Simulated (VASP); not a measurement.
# C30O (a cell with a defect) in VASP: notebook, part 2 of 3

VASP 6.6.1. Earlier steps stand in the parts before.

## Step 3: Single point, PBE

INCAR reads:

```
SYSTEM = C30O
PREC     = Accurate       ! precision mode
ENCUT    = 520            ! plane-wave cutoff, eV
EDIFF    = 1E-6           ! SCF threshold, eV
ISMEAR   = 0              ! smearing method
SIGMA    = 0.01           ! smearing width, eV
LREAL    = Auto         
LASPH    = .TRUE.         ! aspherical terms in the spheres
NELM     = 120            ! most SCF steps
ALGO     = Normal         ! electronic algorithm
ISIF     = 2              ! what is computed and relaxed
LWAVE    = .FALSE.        ! write WAVECAR
LCHARG   = .FALSE.        ! write CHGCAR
GGA      = PE             ! functional
NBANDS   = 84             ! bands
GGA_COMPAT= .FALSE.
```

KPOINTS reads:

```
Automatic mesh
0
Gamma
  1 1 1
  0.25 0.25 0.25
```

POSCAR reads:

```
C30O
1.0
   -3.5716218700      3.5716218700      3.5716218700
    3.5716218700     -3.5716218700      3.5716218700
    3.5716218700      3.5716218700     -3.5716218700
C O
30 1
Direct
    0.0009913914     -0.0002923624      0.0016108612
    0.0006106057      0.2516957562      0.7501704159
   -0.0033330030      0.4987385565      0.4940576011
    0.0008172372      0.7454618655      0.2493987028
    0.2493241272      0.0000445776      0.7490631384
    0.2483414546      0.2514888544      0.4958385289
    0.2480922679      0.7435828934     -0.0020931407
    0.5037829585      0.0102243845      0.5040271082
    0.4929438849      0.2474791646      0.2491247602
    0.4947738724      0.4990405240      0.0019190599
    0.5029386781      0.7542904557      0.7607351923
    0.7493674324     -0.0013193775      0.2503473423
    0.7490092304      0.2512461718      0.0020549772
    0.7480553828      0.4999894789      0.7504693495
    0.7595416158      0.7536935400      0.5047500977
    0.0011064331      0.0012302737      0.7517720947
   -0.0029574923      0.2485130870      0.4961187475
   -0.0209321840      0.4963570621      0.2478120884
   -0.0021238561      0.7456773928     -0.0018614819
    0.2496418930     -0.0015790054      0.4998907502
    0.2465899276      0.2297090062      0.2467559920
    0.2458137813      0.4973848257     -0.0198497748
    0.2484731469      0.7505287907      0.7427622821
    0.4998627889     -0.0075851108      0.2494581310
    0.4950780997      0.2477051370     -0.0011280647
    0.4989086611      0.5003303728      0.7487969012
    0.7505055462      0.0013001488      0.0021012607
    0.7507230353      0.2517521504      0.7516244181
    0.7418466305      0.4990972030      0.5009869980
    0.7478550517      0.7495424725      0.2506845744
    0.5194634475      0.7699943957      0.5202134765
```

Potentials or basis: VASP PAW PBE potentials, release 64 (C, O).

Started as:

```console
$ cat potpaw_PBE.64/C/POTCAR potpaw_PBE.64/O/POTCAR > POTCAR
$ mpirun -np 1 vasp_std > vasp.out
```

OUTCAR:

```text
SYSTEM = C30O
   PREC = Accurate
   ENCUT = 520
   EDIFF = 1E-6
   ISMEAR = 0
   LREAL = Auto
   LASPH = .TRUE.
   NELM = 120
   ISIF = 2
   GGA = PE

 ion  position               nearest neighbor table
   1  0.001  1.000  0.002-  21 1.49  16 1.55  27 1.55  19 1.56
   2  0.001  0.252  0.750-  22 1.49  28 1.55  16 1.55  17 1.56
   3  0.997  0.499  0.494-  18 1.49  23 1.55  17 1.55  29 1.59
   4  0.001  0.745  0.249-  18 1.50  19 1.55  20 1.55  30 1.58
   5  0.249  0.000  0.749-  23 1.53  25 1.53  20 1.54  16 1.54
   6  0.248  0.251  0.496-  21 1.50  17 1.55  26 1.55  20 1.58
[... 9 lines left out ...]
  16  0.001  0.001  0.752-  15 1.52   5 1.54   1 1.55   2 1.55
  17  0.997  0.249  0.496-  12 1.53   6 1.55   3 1.55   2 1.56
  18  0.979  0.496  0.248-   3 1.49  13 1.49   4 1.50
  19  0.998  0.746  0.998-  14 1.53   4 1.55   7 1.55   1 1.56
  20  0.250  0.998  0.500-   5 1.54   8 1.54   4 1.55   6 1.58
  21  0.247  0.230  0.247-   9 1.49   1 1.49   6 1.50
  22  0.246  0.497  0.980-   7 1.48   2 1.49  10 1.50
  23  0.248  0.751  0.743-   5 1.53  11 1.53   3 1.55   7 1.59
  24  0.500  0.992  0.249-  12 1.53   8 1.53   7 1.55   9 1.59
  25  0.495  0.248  0.999-   5 1.53  10 1.55   9 1.55  13 1.56
  26  0.499  0.500  0.749-  14 1.54  11 1.54   6 1.55  10 1.58
  27  0.751  0.001  0.002-  11 1.52  12 1.54  13 1.55   1 1.55
  28  0.751  0.252  0.752-   8 1.52  14 1.54   2 1.55  13 1.55
  29  0.742  0.499  0.501-  14 1.53  15 1.53   9 1.55   3 1.59
  30  0.748  0.750  0.251-  12 1.54  15 1.54  10 1.55   4 1.58
  31  0.519  0.770  0.520-  15 1.55   8 1.55  11 1.56

  LATTYP: Found a body centered cubic cell.
 ALAT       =     7.1432437400

  Lattice vectors:

 A1 = (  -3.5716218700,   3.5716218700,   3.5716218700)
 A2 = (   3.5716218700,  -3.5716218700,   3.5716218700)
 A3 = (   3.5716218700,   3.5716218700,  -3.5716218700)

Analysis of symmetry for initial positions (statically):
=====================================================================
 Subroutine PRICEL returns:
 Original cell was already a primitive cell.

 Routine SETGRP: Setting up the symmetry group for a
 body centered cubic supercell.

 Subroutine GETGRP returns: Found  1 space group operations
 (whereof  1 operations were pure point group operations)
 out of a pool of 48 trial point group operations.

The static configuration has the point symmetry C_1 .

Analysis of symmetry for dynamics (positions and initial velocities):
=====================================================================
 Subroutine PRICEL returns:
 Original cell was already a primitive cell.

 Routine SETGRP: Setting up the symmetry group for a
 body centered cubic supercell.

 Subroutine GETGRP returns: Found  1 space group operations
 (whereof  1 operations were pure point group operations)
 out of a pool of 48 trial point group operations.

The dynamic configuration has the point symmetry C_1 .

 Subroutine INISYM returns: Found  1 space group operations
 (whereof  1 operations are pure point group operations),
 and found     1 'primitive' translations

----------------------------------------------------------------------------------------

                                     Primitive cell

  volume of cell :     182.2453

  direct lattice vectors                    reciprocal lattice vectors
    -3.571621870  3.571621870  3.571621870     0.000000000  0.139992423  0.139992423
[... 102 lines left out ...]
   k-points           NKPTS =      1   k-points in BZ     NKDIM =      1   number of bands    NBANDS=     84
   number of dos      NEDOS =    301   number of ions     NIONS =     31
   total plane-waves  NPLWV = 110592
   dimension x,y,z NGX =    48 NGY =   48 NGZ =   48
   dimension x,y,z NGXF=    96 NGYF=   96 NGZF=   96
   ions per type =              30   1
   NGX,Y,Z   is equivalent  to a cutoff of  12.90, 12.90, 12.90 a.u.
   NGXF,Y,Z  is equivalent  to a cutoff of  25.80, 25.80, 25.80 a.u.
 SYSTEM =  C30O
   PREC   = accura    normal or accurate (medium, high low for compatibility)
   ISTART =      0    job   : 0-new  1-cont  2-samecut
   ICHARG =      2    charge: 1-file 2-atom 10-const
   ISPIN  =      1    spin polarized calculation?
   LNONCOLLINEAR =      F non collinear calculations
   LSORBIT =      F    spin-orbit coupling
   LASPH  =      T    aspherical Exc in radial PAW
   ENCUT  =  520.0 eV  38.22 Ry    6.18 a.u.  11.50 11.50 11.50*2*pi/ulx,y,z
   NELM   =    120;   NELMIN=  2; NELMDL= -5     # of ELM steps
   EDIFF  = 0.1E-05   stopping-criterion for ELM
   LREAL  =      T    real-space projection
   EDIFFG = 0.1E-04   stopping-criterion for IOM
   NSW    =      0    number of steps for IOM
   IBRION =     -1    ionic relax: 0-MD 1-quasi-New 2-CG
   NFREE  =      0    steps in history (QN), initial steepest desc. (CG)
   ISIF   =      2    stress and relaxation
   ISYM   =      2    0-nonsym 1-usesym 2-fastsym
   POTIM  = 0.5000    time-step for ionic-motion
   TEBEG  =    0.0;   TEEND  =   0.0 temperature during run
   PSTRESS=    0.0 pullay stress
   NELECT =     126.0000    total number of electrons
   NUPDOWN=      -1.0000    fix difference up-down
   EMIN   =  10.00;   EMAX   =-10.00  energy-range for DOS
   EFERMI =   0.00;   METHOD = LEGACY
   ISMEAR =     0;   SIGMA  =   0.01  broadening in eV -4-tet -1-fermi 0-gaus
   EFERMI_NEDOS =   21; number of points for ismear=-14 and -15
   IALGO  =     38    algorithm
   IMIX   =      4    mixing-type and parameters
     AMIX     =   0.40;   BMIX     =  1.00
     AMIX_MAG =   1.60;   BMIX_MAG =  1.00
  volume/ion in A,a.u.               =       5.88        39.67
  Fermi-wavevector in a.u.,A,eV,Ry     =   1.447592  2.735552 28.511320  2.095523
  Thomas-Fermi vector in A             =   2.565529
   LORBIT       =      0    0 simple, 1 ext, 2 COOP (PROOUT), +10 PAW based schemes
   GGA     = PE    functional components
   LHFCALC =     F    Hartree Fock is set to
   AEXX    =    0.0000 exact exchange contribution
   IVDW    =     0    specifies the selected vdW correction
   LEPSILON=     F    determine dielectric tensor
   LRPA    =     F    only Hartree local field effects (RPA)
 non-spin polarized calculation
 Gauss-broadening in eV      SIGMA  =   0.01
  energy-cutoff  :      520.00
  volume of cell :      182.25
 maximum number of plane-waves:      4904
 NGX is ok and might be reduce to    48
   NGX = 23   NGY = 23   NGZ = 23

 number of electron     126.0000003 magnetization

 Free energy of the ion-electron system (eV)
  ---------------------------------------------------
  ext. energy  EPLUGINS =         0.00000000
  ---------------------------------------------------
  free energy    TOTEN  =      -269.64530349 eV

  energy without entropy =     -269.64529484  energy(sigma->0) =     -269.64529916

 E-fermi :  11.2408     XC(G=0): -13.0361

 val. band max:       11.2139820637   @ k =   0.2500   0.2500   0.2500
 cond. band min:      11.2675479171   @ k =   0.2500   0.2500   0.2500
 fundamental gap:      0.0535658534
 Fermi energy:        11.2407649905

 k-point     1 :       0.2500    0.2500    0.2500
  band No.  band energies     occupation
      1     -14.5690      2.00000
      2     -10.6645      2.00000
      3     -10.6329      2.00000
      4     -10.2297      2.00000
      5      -8.9653      2.00000
      6      -6.9250      2.00000
[... 67 lines left out ...]
     74      15.5913      0.00000
     75      15.6225      0.00000
 [bands above 75 left out]

------------------------ aborting loop because EDIFF is reached ----------------------------------------

  FORCE on cell =-STRESS in cart. coord.  units (eV):
  Direction    XX          YY          ZZ          XY          YZ          ZX
  --------------------------------------------------------------------------------------
  -------------------------------------------------------------------------------------
  Total        3.1730915      3.1648074      3.2973895      2.3093477      2.1947396      2.2126671
  in kB       27.8956684     27.8228401     28.9884120     20.3022184     19.2946614     19.4522686
  external PRESSURE =      28.2356402 kB  Pullay stress =       0.0000000 kB

 VOLUME and BASIS-vectors are now :
 -----------------------------------------------------------------------------
  energy-cutoff  :      520.00
  volume of cell :      182.25
      direct lattice vectors                 reciprocal lattice vectors
    -3.571621870  3.571621870  3.571621870     0.000000000  0.139992423  0.139992423
     3.571621870 -3.571621870  3.571621870     0.139992423  0.000000000  0.139992423
     3.571621870  3.571621870 -3.571621870     0.139992423  0.139992423  0.000000000

 POSITION                                       TOTAL-FORCE (eV/Angst)
 -----------------------------------------------------------------------------------
      3.57279     -3.56128      3.56837        -0.004232      0.000269     -0.012875
      3.57611      1.78254     -1.77818        -0.012644     -0.007973     -0.005715
     -0.01383      3.54300      3.57644        -0.010777      0.018523      0.001365
      3.55035     -1.76883      1.77467        -0.009686      0.009998      0.006990
      1.78504      3.56570     -1.78472         0.004267     -0.000354      0.003468
      1.78219      1.75971      0.01426         0.006086     -0.010818      0.000807
[... 23 lines left out ...]
      0.90138      0.88932      4.45279         0.000360     -0.005555     -0.000729
      2.75281      0.96320      2.74745         0.003963      0.009816      0.009174
 -----------------------------------------------------------------------------------
    total drift:                                0.002789     -0.033993     -0.031493

  FREE ENERGIE OF THE ION-ELECTRON SYSTEM (eV)
  ---------------------------------------------------
  free  energy   TOTEN  =      -269.6453034908 eV

  energy  without entropy=     -269.6452948381  energy(sigma->0) =     -269.64529916
```

Wall time 2.6 min (1 thread of Intel Xeon 8259CL, shared host); peak memory 0.3 GiB.

What came out:

```yaml
Free_energy: -269.6453 eV
Pressure: 2.8 GPa
Largest_force: 0.046 eV/Å
```

Forces in eV/Å, atoms in the order of the input:
```
C   -0.004  0.000 -0.013
C   -0.013 -0.008 -0.006
C   -0.011  0.019  0.001
C   -0.010  0.010  0.007
C    0.004  0.000  0.003
C    0.006 -0.011  0.001
C    0.009 -0.010  0.007
C    0.000 -0.041 -0.006
C   -0.006 -0.002 -0.003
C   -0.011  0.019  0.001
C   -0.002 -0.004 -0.031
C    0.005  0.006  0.008
C   -0.005  0.006 -0.009
C   -0.002  0.009  0.000
C   -0.037  0.000  0.002
C    0.014  0.007  0.015
C    0.007  0.002  0.000
C   -0.027  0.003  0.023
C    0.001 -0.005  0.008
C    0.006  0.002  0.001
C    0.010 -0.024  0.025
C    0.019  0.016 -0.039
C    0.003  0.001 -0.014
C    0.002 -0.005  0.008
C    0.015 -0.004 -0.005
C    0.011  0.001 -0.012
C    0.008  0.007  0.019
C    0.011  0.013  0.006
C   -0.005 -0.009 -0.006
C    0.000 -0.006 -0.001
O    0.004  0.010  0.009
```

Caveat: the k points lie up to 1.24 Å⁻¹ apart, too coarse for converged energies, forces and pressures.

## Step 4: Single point, PBE

INCAR reads:

```
ALGO = Normal ; EDIFF = 1E-6
ENCUT = 520 ; GGA = PE
GGA_COMPAT = F ; ISIF = 2
ISMEAR = 0 ; LASPH = T
LCHARG = F ; LREAL = Auto
LWAVE = F ; NBANDS = 84
NELECT = 124.0 ; NELM = 120
PREC = Accurate ; SIGMA = 0.01
```

KPOINTS is that of step 3.

POSCAR reads:

```
C30O
1.0
   -3.5716218700      3.5716218700      3.5716218700
    3.5716218700     -3.5716218700      3.5716218700
    3.5716218700      3.5716218700     -3.5716218700
C O
30 1
Direct
    0.0001847801      0.0004129662      0.0000695285
    0.0001918899      0.2496118809      0.7508557804
    0.0033059401      0.4994391946      0.4976668319
    0.0033009964      0.7472008566      0.2499061799
    0.2511655524      0.0005674668      0.7510288060
    0.2500332914      0.2527283004      0.4976635963
    0.2500125614      0.7471974316      0.0031638985
    0.5060963731      0.0100813938      0.5059872498
    0.4977782998      0.2527320696      0.2499068849
    0.4977777014      0.4994397761      0.0031876466
    0.5061302388      0.7555600671      0.7605750686
    0.7511388916      0.0005703163      0.2510466331
    0.7509606455      0.2495990030      0.0000678546
    0.7511311669      0.5005865870      0.7510207261
    0.7607185083      0.7555448967      0.5060084474
    0.0029247836      0.0016162568      0.7520677922
   -0.0000467350      0.2493676854      0.4969496645
   -0.0252651110      0.4951326990      0.2456087152
   -0.0000386881      0.7464912504     -0.0001466907
    0.2511630790     -0.0046498234      0.5007053132
    0.2457276159      0.2241202017      0.2456103284
    0.2457273811      0.4951397143     -0.0253730942
    0.2511785248      0.7502428895      0.7458366468
    0.5008017094     -0.0046612371      0.2510394084
    0.4970685021      0.2493747439     -0.0001573738
    0.5008144776      0.5005938516      0.7458127689
    0.7521805721      0.0016059874      0.0028026105
    0.7521711445      0.2523382655      0.7520619336
    0.7459372567      0.5005898953      0.5007000606
    0.7459429982      0.7502401012      0.2510540081
    0.5224683507      0.7719379268      0.5223689947
```

Started as:

```console
$ cat potpaw_PBE.64/C/POTCAR potpaw_PBE.64/O/POTCAR > POTCAR
$ mpirun -np 1 vasp_std > vasp.out
```

Run time: 100 s. Hardware: 1 thread of Intel Xeon 8259CL, shared host; peak memory 0.3 GiB.

Results (log left out):

| Quantity | Value |
| --- | --- |
| Free energy | -291.3767 eV |
| Largest force | 0.057 eV/Å |

Forces on the atoms (eV/Å):
```
C   -0.008 -0.004 -0.006
C   -0.006 -0.005 -0.010
C    0.002  0.012 -0.002
C    0.002 -0.003  0.012
C    0.003  0.006  0.000
C    0.010 -0.002 -0.005
C    0.012 -0.001  0.001
C    0.017 -0.049  0.017
C   -0.004  0.001  0.009
C    0.000  0.012  0.004
C    0.013  0.012 -0.054
C   -0.001  0.006  0.000
C   -0.008 -0.004 -0.004
C    0.001  0.010  0.001
C   -0.048  0.009  0.012
C    0.011  0.006  0.004
C   -0.001 -0.004  0.006
C   -0.016  0.007  0.008
C   -0.004 -0.003  0.000
C    0.002 -0.002 -0.001
C    0.010 -0.016  0.010
C    0.007  0.006 -0.015
C   -0.002 -0.005  0.000
C    0.002  0.000  0.006
C    0.005 -0.005 -0.001
C   -0.001  0.000  0.003
C    0.005  0.004  0.012
C    0.003  0.013  0.003
C    0.004  0.000 -0.002
C    0.000 -0.002 -0.001
O   -0.007  0.000 -0.005
```

Levels at points of the mesh, in eV from the Fermi level:
| k point | band 59 | band 60 | band 61 | band 62 | band 63 | band 64 | band 65 | band 66 |
| --- | --- | --- | --- | --- | --- | --- | --- | --- |
| (0.25, 0.25, 0.25) | -1.28 | -1.28 | -1.03 | -0.10 | 2.05 | 2.05 | 3.66 | 5.91 |

Caveat: the k points lie up to 1.24 Å⁻¹ apart, too coarse for converged energies, forces and pressures; the cell carries a net charge on a neutralising background, which shifts energy and pressure; the cell is charged against a uniform background, so pressure and absolute levels hang on convention.

[end of part 2 of 3]
